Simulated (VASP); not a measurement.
**TiAl (d3): single point with PBE+D3(BJ)**

Crystal: TiAl (d3).

```
Ti Al
1.0
     3.13886    0.00000    0.00000
     0.00000    3.13886    0.00000
     0.00000    0.00000    3.13886
Ti Al
1 1
Direct
  0.00000 0.00000 0.00000
  0.50000 0.50000 0.50000
```

| Item | Value |
| --- | --- |
| Program | VASP 6.6.1 |
| Task | single point |
| Functional | PBE |
| Dispersion | D3(BJ) |
| Potentials or basis | VASP PAW PBE potentials, release 64 (Ti_sv, Al) |
| Cutoff | 520 eV |
| k mesh | 14 × 14 × 14 |
| Occupations | gaussian, width 0.1 eV |
| Spin | no spin polarisation |

```json
{
  "Pressure": "0.0 GPa",
  "Dispersion energy per atom": "-0.506 eV"
}
```

Levels at points of the mesh, in eV from the Fermi level:
```tsv
k point	band 3	band 4	band 5	band 6	band 7	band 8	band 9	band 10	band 11	band 12
(0.00, 0.00, 0.00)	-33.03	-33.03	-9.46	-1.54	-1.54	1.88	1.88	1.88	4.59	4.59
(0.50, 0.00, 0.00)	-33.01	-33.01	-6.10	-5.32	-0.60	0.15	0.15	2.10	3.14	6.53
(0.50, 0.50, 0.00)	-33.20	-32.99	-5.13	-2.13	-2.13	-1.53	0.72	0.72	2.86	4.93
(0.50, 0.50, 0.50)	-33.17	-33.17	-3.22	-3.22	-3.22	0.84	2.93	2.93	3.01	3.01
```

It took 20 s on 1 thread of Intel(R) Xeon(R) Platinum 8488C (Sapphire Rapids) (shared host), peak memory 0.18 GiB.

Caveat: pairwise dispersion overbinds metals, which lowers pressure and volume.
